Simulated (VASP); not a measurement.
A run of VASP 6.6.1 is set up as follows.

INCAR

```
SYSTEM = MnO2
ALGO     = Normal         ! electronic algorithm
EDIFF    = 1E-6           ! SCF threshold, eV
ENCUT    = 520            ! plane-wave cutoff, eV
GGA      = PE             ! functional
ISIF     = 2              ! what is computed and relaxed
ISMEAR   = -1             ! smearing method
ISPIN    = 2              ! spin polarisation
LASPH    = .True.         ! aspherical terms in the spheres
LCHARG   = .False.        ! write CHGCAR
LMAXMIX  = 4              ! l up to which the mixer works
LORBIT   = 11             ! projections on sites
LREAL    = .False.        ! projectors in reciprocal space
LWAVE    = .False.        ! write WAVECAR
MAGMOM   = 5.5 5.5 0 0 0 0 ! initial moments
NBANDS   = 38             ! bands
NELM     = 150            ! most SCF steps
PREC     = Accurate       ! precision mode
SIGMA    = 0.05           ! smearing width, eV
```

File KPOINTS:

```
k-points
0
Gamma
  6 6 9
  0 0 0
```

Contents of POSCAR:

```
MnO2
1.0
    4.4004184607      0.0000000000      0.0000000000
    0.0000000000      4.4004184607      0.0000000000
    0.0000000000      0.0000000000      2.8670779400
Mn O
2 4
Direct
    0.5000000000      0.5000000000      0.5000000000
    0.0000000000      0.0000000000      0.0000000000
    0.8049161500      0.1950838500      0.5000000000
    0.6950838500      0.6950838500      0.0000000000
    0.1950838500      0.8049161500      0.5000000000
    0.3049161500      0.3049161500      0.0000000000
```

Potentials or basis: VASP PAW PBE potentials, release 64 (Mn_pv, O).

The run is started by

```sh
$ cat potpaw_PBE.64/Mn_pv/POTCAR potpaw_PBE.64/O/POTCAR > POTCAR
$ mpirun -np 1 vasp_std > vasp.out
```

(1) What does it give for the pressure?

(2) What does it give for the net moment?

(3) Predict the site moments.

Results:

(1) 6.9 GPa.

(2) 5.99 μB per cell.

(3) Mn +2.69; O +0.10 μB.

Caveat: the cell stands under pressure; only a ferromagnetic start was run, and an antiferromagnetic order may lie lower in energy.
